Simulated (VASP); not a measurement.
A run of VASP 6.6.1:

INCAR

```
PREC = Accurate
ENCUT = 520
EDIFF = 1E-6
ISMEAR = 0
SIGMA = 0.05
LREAL = F
LASPH = T
NELM = 80
ALGO = Fast
ISIF = 2
LWAVE = F
LCHARG = F
GGA = PS
NBANDS = 41
```

File KPOINTS:

```
regular mesh
0
Gamma
  8 8 8
```

Contents of POSCAR:

```
YbSn3
1.0
    4.6326859422      0.0000000000      0.0000000000
    0.0000000000      4.6326859422      0.0000000000
    0.0000000000      0.0000000000      4.6326859422
Yb Sn
1 3
Direct
    0.0000000000      0.0000000000      0.0000000000
    0.0000000000      0.5000000000      0.5000000000
    0.5000000000      0.0000000000      0.5000000000
    0.5000000000      0.5000000000      0.0000000000
```

Potentials or basis: VASP PAW PBE potentials, release 64 (Yb, Sn_d).

Command:

```sh
$ cat potpaw_PBE.64/Yb/POTCAR potpaw_PBE.64/Sn_d/POTCAR > POTCAR
$ mpirun -np 1 vasp_std > vasp.out
```

Hardware: 1 thread of Oxide Virtual Turin-like Processor (shared host).

Estimate the wall time of this run.

Run time: 7.1 min on 1 thread of Oxide Virtual Turin-like Processor, with other jobs on the host, peak memory 0.27 GiB. Counts: scf iterations 59, k points 35.
